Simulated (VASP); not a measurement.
Input of a VASP 6.6.1 run:

INCAR

```
  PREC = Accurate
  ENCUT = 600
  EDIFF = 1E-6
  ISMEAR = 0
  SIGMA = 0.1
  LREAL = F
  LASPH = T
  NELM = 60
  ALGO = Normal
  ISIF = 4
  LWAVE = F
  LCHARG = F
  GGA = PS
  IBRION = 2
  NSW = 50
  EDIFFG = -0.01
```

Contents of KPOINTS:

```
regular mesh
0
Gamma
  12 12 12
```

File POSCAR:

```
TiO
1.0
    5.0562627612      0.0000000000      0.0000000000
   -2.5281313806      4.3788519994      0.0000000000
    0.0000000000      0.0000000000      2.8909327408
Ti O
3 3
Direct
    0.6666666667      0.3333333333      0.5000000000
    0.3333333333      0.6666666667      0.5000000000
    0.0000000000      0.0000000000      0.0000000000
    0.6065419289      0.6065419289      0.0000000000
    0.3934580711      0.0000000000      0.0000000000
    0.0000000000      0.3934580711      0.0000000000
```

Potentials or basis: VASP PAW PBE potentials, release 64 (Ti_sv, O).

Run with:

```bash
$ cat potpaw_PBE.64/Ti_sv/POTCAR potpaw_PBE.64/O/POTCAR > POTCAR
$ mpirun -np 1 vasp_std > vasp.out
```

Problem. What does it give for the band gap on the k mesh?

Solution. Zero (bands 27 and 28 overlap by 1.43 eV).

The path:
```
step  energy change (eV)  largest force (eV/Å)  pressure (GPa)  volume (Å³)
   1              0.0000                0.0744          -11.77        64.01
   2             -0.0005                0.0270          -11.72        64.01
   3             -0.0006                0.0007          -11.67        64.01
```

Caveat: the PAW data sets were made with another functional, which shifts forces and pressure a little; semilocal functionals often make such compounds metallic where correlation or magnetic order opens a gap, which also shifts bond lengths.
